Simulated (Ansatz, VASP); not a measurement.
## One calculation of Ru, two programs

INCAR

```
PREC = Accurate
ENCUT = 600
EDIFF = 1E-6
ISMEAR = -1
SIGMA = 0.1
LREAL = False
LASPH = True
NELM = 100
ALGO = Normal
ISIF = 3
LWAVE = False
LCHARG = False
GGA = PS
IBRION = 2
NSW = 100
EDIFFG = -0.002
```

The input KPOINTS:

```
Automatic mesh
0
Gamma
  16 16 8
```

POSCAR

```
Ru
1.0
    2.7058000000      0.0000000000      0.0000000000
   -1.3529000000      2.3432915376      0.0000000000
    0.0000000000      0.0000000000      4.2819000000
Ru
2
Direct
    0.3333333333      0.6666666667      0.2500000000
    0.6666666667      0.3333333333      0.7500000000
```

Input for Ansatz:

```yaml
crystal:
  lattice:
    - [2.70580000002, 0.0, 0.0]
    - [-1.35290000001, 2.34329153757, 0.0]
    - [0.0, 0.0, 4.2819]
  atoms:
    - { symbol: Ru, position: [0.333333333333, 0.666666666667, 0.25] }
    - { symbol: Ru, position: [0.666666666667, 0.333333333333, 0.75] }
kpoints:
  mp_grid: { grid: [16, 16, 8] }
scf:
  occupations: { method: fermi_dirac, width: 0.1 }
hamiltonian:
  xc: pbesol
  pseudopotentials: { kind: paw }
relax:
  f_tol: 0.002
  max_steps: 80
  cell: {}
output:
  forces: true
  stress: true
```

Alike in both runs: task relaxation of cell and atoms; functional PBEsol; k mesh 16 × 16 × 8; occupations fermi-dirac, width 0.1 eV; no spin polarisation.

|  | VASP | Ansatz |
| --- | --- | --- |
| version | VASP 6.6.1 | Ansatz 0.2.0 |
| potentials or method | VASP PAW PBE potentials, release 64 (Ru_pv) | PAW with Ansatz's default frozen-core files, scalar-relativistic |
| plane-wave cutoff (eV) | 600 | 420 |
| valence electrons in the cell | 28 | 32 |

Ansatz gave:

- relaxed volume (Å³/atom): 13.33
- relaxed cell length with the largest relative difference (Å): 2.692

Problem. Estimate VASP's values.

Solution. Relaxed volume (Å³/atom): 13.32; relaxed cell length with the largest relative difference (Å): 2.692.

VASP's potentials were made for PBE, not for PBEsol. VASP's potentials hold 28 valence electrons a cell and Ansatz's 32, so a difference there can come from the potentials and not from the codes.
